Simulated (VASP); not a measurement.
# Ca (I4/mmm) in VASP: further runs, part 3 of 3

VASP 6.6.1. Earlier steps stand in the parts before.

## Step 4: Single point, PBE

This run uses another cell than the first one, of the same volume but with other edges.

Input file INCAR:

```
  PREC = Accurate
  ENCUT = 520
  EDIFF = 1E-6
  ISMEAR = 0
  SIGMA = 0.15
  LREAL = False
  LASPH = True
  NELM = 100
  ALGO = Fast
  ISIF = 2
  LWAVE = False
  LCHARG = True
  GGA = PE
  LELF = True
  LVHAR = True
  NBANDS = 11
```

Input file KPOINTS:

```
Automatic mesh
0
Gamma
  16 16 16
```

Input file POSCAR:

```
Ca
1.0
    0.0000000000      2.8324814693      2.7191822106
    2.8324814693      0.0000000000      2.7191822106
    2.8324814693      2.8324814693      0.0000000000
Ca
1
Direct
    0.0000000000      0.0000000000      0.0000000000
```

Potentials or basis: VASP PAW PBE potentials, release 64 (Ca_sv).

Command:

```
$ cat potpaw_PBE.64/Ca_sv/POTCAR > POTCAR
$ mpirun -np 1 vasp_std > vasp.out
```

OUTCAR:

```text
PREC = Accurate
   ENCUT = 520
   EDIFF = 1E-6
   ISMEAR = 0
   LREAL = False
   LASPH = True
   NELM = 100
   ISIF = 2
   GGA = PE

 ion  position               nearest neighbor table
   1  0.000  0.000  0.000-

  LATTYP: Found a body centered tetragonal cell.
 ALAT       =     4.0057337091
 C/A-ratio  =     1.3576450199

  Lattice vectors:

 A1 = (   0.0000000000,  -2.8324814693,  -2.7191822106)
 A2 = (   0.0000000000,   2.8324814693,  -2.7191822106)
 A3 = (   2.8324814693,   0.0000000000,   2.7191822106)

Analysis of symmetry for initial positions (statically):
=====================================================================
 Subroutine PRICEL returns:
 Original cell was already a primitive cell.

 Routine SETGRP: Setting up the symmetry group for a
 body centered tetragonal supercell.

 Subroutine GETGRP returns: Found 16 space group operations
 (whereof 16 operations were pure point group operations)
 out of a pool of 16 trial point group operations.

The static configuration has the point symmetry D_4h.

Analysis of symmetry for dynamics (positions and initial velocities):
=====================================================================
 Subroutine PRICEL returns:
 Original cell was already a primitive cell.

 Routine SETGRP: Setting up the symmetry group for a
 body centered tetragonal supercell.

 Subroutine GETGRP returns: Found 16 space group operations
 (whereof 16 operations were pure point group operations)
 out of a pool of 16 trial point group operations.

The dynamic configuration has the point symmetry D_4h.

 Subroutine INISYM returns: Found 16 space group operations
 (whereof 16 operations are pure point group operations),
 and found     1 'primitive' translations

----------------------------------------------------------------------------------------

                                     Primitive cell

  volume of cell :      43.6317

  direct lattice vectors                    reciprocal lattice vectors
     0.000000000  2.832481469  2.719182211    -0.176523661  0.176523661  0.183878814
     2.832481469  0.000000000  2.719182211     0.176523661 -0.176523661  0.183878814
     2.832481469  2.832481469  0.000000000     0.176523661  0.176523661 -0.183878814

  length of vectors
     3.926436446  3.926436446  4.005733709     0.310052615  0.310052615  0.310052615

  position of ions in fractional coordinates (direct lattice)
     0.000000000  0.000000000  0.000000000

  ion indices of the primitive-cell ions
   primitive index   ion index
                 1           1

----------------------------------------------------------------------------------------

 KPOINTS: Automatic mesh

Automatic generation of k-mesh.
 Grid dimensions read from file:
 generate k-points for:   16   16   16

 Generating k-lattice:

  Cartesian coordinates                     Fractional coordinates (reciprocal lattice)
    -0.011032729  0.011032729  0.011492426     0.062500000 -0.000000000  0.000000000
     0.011032729 -0.011032729  0.011492426    -0.000000000  0.062500000  0.000000000
     0.011032729  0.011032729 -0.011492426     0.000000000  0.000000000  0.062500000

  Length of vectors
     0.019378288  0.019378288  0.019378288

  Shift w.r.t. Gamma in fractional coordinates (k-lattice)
     0.000000000  0.000000000  0.000000000

 Subroutine IBZKPT returns following result:
 ===========================================

 Found    349 irreducible k-points:

 Following reciprocal coordinates:
            Coordinates               Weight
  0.000000  0.000000  0.000000      1.000000
  0.062500  0.000000  0.000000      8.000000
  0.125000  0.000000  0.000000      8.000000
  0.187500  0.000000  0.000000      8.000000
  0.250000  0.000000  0.000000      8.000000
  0.312500  0.000000  0.000000      8.000000
[... 16 lines left out ...]
 -0.125000  0.062500  0.000000      8.000000
 -0.062500  0.062500  0.000000      4.000000
 [... further k-points ...]
   k-points           NKPTS =    349   k-points in BZ     NKDIM =    349   number of bands    NBANDS=     11
   number of dos      NEDOS =    301   number of ions     NIONS =      1
   total plane-waves  NPLWV =  27000
   dimension x,y,z NGX =    30 NGY =   30 NGZ =   30
   dimension x,y,z NGXF=    60 NGYF=   60 NGZF=   60
   ions per type =               1
   NGX,Y,Z   is equivalent  to a cutoff of  12.70, 12.70, 12.45 a.u.
   NGXF,Y,Z  is equivalent  to a cutoff of  25.40, 25.40, 24.90 a.u.
 SYSTEM =  unknown system
   PREC   = accura    normal or accurate (medium, high low for compatibility)
   ISTART =      0    job   : 0-new  1-cont  2-samecut
   ICHARG =      2    charge: 1-file 2-atom 10-const
   ISPIN  =      1    spin polarized calculation?
   LNONCOLLINEAR =      F non collinear calculations
   LSORBIT =      F    spin-orbit coupling
   LASPH  =      T    aspherical Exc in radial PAW
   ENCUT  =  520.0 eV  38.22 Ry    6.18 a.u.   7.30  7.30  7.45*2*pi/ulx,y,z
   NELM   =    100;   NELMIN=  2; NELMDL= -5     # of ELM steps
   EDIFF  = 0.1E-05   stopping-criterion for ELM
   LREAL  =      F    real-space projection
   EDIFFG = 0.1E-04   stopping-criterion for IOM
   NSW    =      0    number of steps for IOM
   IBRION =     -1    ionic relax: 0-MD 1-quasi-New 2-CG
   NFREE  =      0    steps in history (QN), initial steepest desc. (CG)
   ISIF   =      2    stress and relaxation
   ISYM   =      2    0-nonsym 1-usesym 2-fastsym
   POTIM  = 0.5000    time-step for ionic-motion
   TEBEG  =    0.0;   TEEND  =   0.0 temperature during run
   PSTRESS=    0.0 pullay stress
   NELECT =      10.0000    total number of electrons
   NUPDOWN=      -1.0000    fix difference up-down
   EMIN   =  10.00;   EMAX   =-10.00  energy-range for DOS
   EFERMI =   0.00;   METHOD = LEGACY
   ISMEAR =     0;   SIGMA  =   0.15  broadening in eV -4-tet -1-fermi 0-gaus
   EFERMI_NEDOS =   21; number of points for ismear=-14 and -15
   IALGO  =     68    algorithm
   IMIX   =      4    mixing-type and parameters
     AMIX     =   0.40;   BMIX     =  1.00
     AMIX_MAG =   1.60;   BMIX_MAG =  1.00
  volume/ion in A,a.u.               =      43.63       294.44
  Fermi-wavevector in a.u.,A,eV,Ry     =   1.001861  1.893242 13.656506  1.003725
  Thomas-Fermi vector in A             =   2.134310
   LORBIT       =      0    0 simple, 1 ext, 2 COOP (PROOUT), +10 PAW based schemes
   GGA     = PE    functional components
   LHFCALC =     F    Hartree Fock is set to
   AEXX    =    0.0000 exact exchange contribution
   IVDW    =     0    specifies the selected vdW correction
   LEPSILON=     F    determine dielectric tensor
   LRPA    =     F    only Hartree local field effects (RPA)
 non-spin polarized calculation
 RMM-DIIS sequential band-by-band and
 Gauss-broadening in eV      SIGMA  =   0.15
  energy-cutoff  :      520.00
  volume of cell :       43.63
 maximum number of plane-waves:      1202
 NGX is ok and might be reduce to    30

 number of electron      10.0000000 magnetization

 number of electron       9.9999998 magnetization

 Free energy of the ion-electron system (eV)
  ---------------------------------------------------
  ext. energy  EPLUGINS =         0.00000000
  ---------------------------------------------------
  free energy    TOTEN  =        -1.93400525 eV

  energy without entropy =       -1.91839867  energy(sigma->0) =       -1.92620196

 E-fermi :   1.8315     XC(G=0):  -7.6332

 val. band max:        1.8286740600   @ k =  -0.3750   0.0625   0.3125
 cond. band min:       1.8367908185   @ k =  -0.4375   0.0625   0.0000
 fundamental gap:      0.0081167585
 Fermi energy:         1.8314925838

 k-point     1 :       0.0000    0.0000    0.0000
  band No.  band energies     occupation
      1     -40.2652      2.00000
      2     -21.1869      2.00000
      3     -21.1869      2.00000
      4     -21.1842      2.00000
      5      -2.1361      2.00000
      6       4.0691      0.00000
      7       4.0691      0.00000
      8       4.2402      0.00000
      9       5.0340      0.00000
     10       5.2514      0.00000
     11      10.8188      0.00000
[... 309 lines left out ...]
 k-point    24 :      -0.0625    0.0625    0.0000
  band No.  band energies     occupation
      1     -40.2641      2.00000
      2     -21.1972      2.00000
      3     -21.1881      2.00000
      4     -21.1879      2.00000
      5      -1.9678      2.00000
      6       3.9126      0.00000
      7       4.1394      0.00000
      8       4.2871      0.00000
      9       4.9345      0.00000
     10       5.2328      0.00000
     11      11.0051      0.00000

 [... further k-points ...]

------------------------ aborting loop because EDIFF is reached ----------------------------------------

  FORCE on cell =-STRESS in cart. coord.  units (eV):
  Direction    XX          YY          ZZ          XY          YZ          ZX
  --------------------------------------------------------------------------------------
  -------------------------------------------------------------------------------------
  Total       -0.1712956     -0.1712956     -0.1114693      0.0000000      0.0000000      0.0000000
  in kB       -6.2900549     -6.2900549     -4.0932037      0.0000000      0.0000000      0.0000000
  external PRESSURE =      -5.5577712 kB  Pullay stress =       0.0000000 kB

 VOLUME and BASIS-vectors are now :
 -----------------------------------------------------------------------------
  energy-cutoff  :      520.00
  volume of cell :       43.63
      direct lattice vectors                 reciprocal lattice vectors
     0.000000000  2.832481469  2.719182211    -0.176523661  0.176523661  0.183878814
     2.832481469  0.000000000  2.719182211     0.176523661 -0.176523661  0.183878814
     2.832481469  2.832481469  0.000000000     0.176523661  0.176523661 -0.183878814

 POSITION                                       TOTAL-FORCE (eV/Angst)
 -----------------------------------------------------------------------------------
      0.00000      0.00000      0.00000         0.000000     -0.000000      0.000000
 -----------------------------------------------------------------------------------
    total drift:                               -0.000000     -0.000000     -0.000000

  FREE ENERGIE OF THE ION-ELECTRON SYSTEM (eV)
  ---------------------------------------------------
  free  energy   TOTEN  =        -1.9340052458 eV

  energy  without entropy=       -1.9183986694  energy(sigma->0) =       -1.92620196
```

stdout:

```text
POSCAR found type information on POSCAR Ca
 POSCAR found :  1 types and       1 ions
 scaLAPACK will be used
 LDA part: xc-table for (Slater+PW92), standard interpolation
 POSCAR, INCAR and KPOINTS ok, starting setup
 FFT: planning ... GRIDC
 FFT: planning ... GRID_SOFT
 FFT: planning ... GRID
 WAVECAR not read
 entering main loop
WARNING in EDDRMM: call to ZHEGV failed, returncode =   6  3      5
WARNING in EDDRMM: call to ZHEGV failed, returncode =   6  3     10
WARNING in EDDRMM: call to ZHEGV failed, returncode =   8  4     10
WARNING in EDDRMM: call to ZHEGV failed, returncode =   6  3      6
WARNING in EDDRMM: call to ZHEGV failed, returncode =   8  4      7
WARNING in EDDRMM: call to ZHEGV failed, returncode =   8  4      6
WARNING in EDDRMM: call to ZHEGV failed, returncode =   6  3      6
WARNING in EDDRMM: call to ZHEGV failed, returncode =   6  3      5
WARNING in EDDRMM: call to ZHEGV failed, returncode =   8  4     10
WARNING in EDDRMM: call to ZHEGV failed, returncode =   6  3      5
```

Wall time 1.9 min (1 thread of AMD EPYC 9R45 (Zen 5), shared host); peak memory 0.26 GiB.

What came out:

- Free energy: -1.9340 eV
- Pressure: -0.6 GPa
- Band gap on the k mesh: zero (band 5 reaches 2.06 eV, above the bottom of band 6 at 1.65 eV)

Levels at points of the mesh, in eV from the Fermi level:
```tsv
k point	band 2	band 3	band 4	band 5	band 6	band 7	band 8	band 9
(0.00, 0.00, 0.00)	-23.02	-23.02	-23.02	-3.97	2.24	2.24	2.41	3.20
(0.50, 0.00, 0.00)	-23.14	-23.04	-23.03	-0.97	-0.18	2.07	2.29	3.93
(0.50, 0.50, 0.00)	-23.13	-23.07	-23.07	-0.34	0.53	1.18	3.96	4.16
(0.50, 0.00, 0.50)	-23.13	-23.06	-23.05	-0.47	0.63	0.78	3.96	4.08
```

## Step 5: Overview

| cell | further INCAR settings | gap on the mesh (eV) | pressure (GPa) |
| --- | --- | --- | --- |
| a = 3.847, b = 3.847, c = 4.562 Å, angles 53.6, 53.6, 72.7°, 1 atom | ALGO = Fast; EDIFF = 1e-06; NBANDS = 11 | none | -0.6 |
| a = 4.401, b = 4.401, c = 3.452 Å, angles 66.9, 66.9, 46.2°, 1 atom | ALGO = Fast; EDIFF = 1e-07; NBANDS = 11 | none | -0.2 |
| a = 3.926, b = 3.926, c = 4.006 Å, angles 59.3, 59.3, 61.3°, 1 atom | ALGO = Fast; EDIFF = 1e-06; NBANDS = 11 | none | -0.6 |

Alike in all rows: task single point; level PBE; potentials or basis VASP PAW PBE potentials, release 64 (Ca_sv); no spin polarisation; k mesh 16 × 16 × 16; cutoff (eV) 520; smearing gaussian 0.15 eV.

Total energies depend on the potentials used, so only differences within one code and one set of settings carry meaning.
